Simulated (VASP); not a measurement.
Wanted: the native input for a VASP 6.6.1 run.

| Property | Result |
| --- | --- |
| Task | single point |
| Functional | PBE |
| Dispersion | D3(BJ) |
| Potentials or basis | VASP PAW PBE potentials, release 64 (Tc_pv, B) |
| Cutoff | 520 eV |
| k mesh | 4 × 3 × 4 |
| Occupations | fermi-dirac, width 0.1 eV |
| Spin | no spin polarisation |
| Dipole correction | no |
| Further INCAR settings | ALGO = Normal; EDIFF = 1e-07; NBANDS = 92 |

The structure of Tc12B (a cell with a defect) lies in POSCAR:

```
Tc12B
1.0
    5.4800000000      0.0000000000      0.0000000000
   -4.1100000000      7.1187290000      0.0000000000
    0.0000000000      0.0000000000      4.3949600000
Tc B
12 1
Direct
    0.0152908524     -0.0051306284     -0.0233182673
    0.1845456880      0.2166796179      0.4849342956
    0.0149357855      0.3241351026     -0.0162340203
    0.1676256611      0.5324187525      0.4758743371
   -0.0073244847      0.6506726619      0.0081534448
    0.1701790440      0.8864079299      0.4681783081
    0.5247378182      0.0063234271      0.0020809564
    0.6774677477      0.2146919646      0.4943186073
    0.5079458689      0.3220360045     -0.0071549220
    0.6773930617      0.5438304404      0.5012566826
    0.5226430319      0.6524515326      0.0102136897
    0.7000805423      0.8883386361      0.4701586358
    0.3463327829      0.7692607584      0.7391131521
```

One way to write it, as run:

INCAR

```
SYSTEM = Tc12B
ALGO = Normal
EDIFF = 1E-7
ENCUT = 520
GGA = PE
ISIF = 2
ISMEAR = -1
IVDW = 12
KPAR = 2
LASPH = .True.
LCHARG = .True.
LREAL = .False.
LVHAR = .True.
LWAVE = .False.
NBANDS = 92
NELM = 100
PREC = Accurate
SIGMA = 0.1
```

KPOINTS

```
k-points
0
Gamma
  4 3 4
  0 0 0
```

Potentials or basis: VASP PAW PBE potentials, release 64 (Tc_pv, B).

Command:

```console
$ cat potpaw_PBE.64/Tc_pv/POTCAR potpaw_PBE.64/B/POTCAR > POTCAR
$ mpirun -np 2 vasp_std > vasp.out
```

It gave:

The pressure is 9.2 GPa and the largest force is 0.038 eV/Å. The band gap on the k mesh is zero (an odd number of electrons rules out a gap without spin polarisation) and the dispersion energy per atom is -0.630 eV.

Run time: 5.9 min on 2 MPI ranks on AMD EPYC 7R13 Processor (Zen 3), with other jobs on the host, peak memory 0.45 GiB a rank.
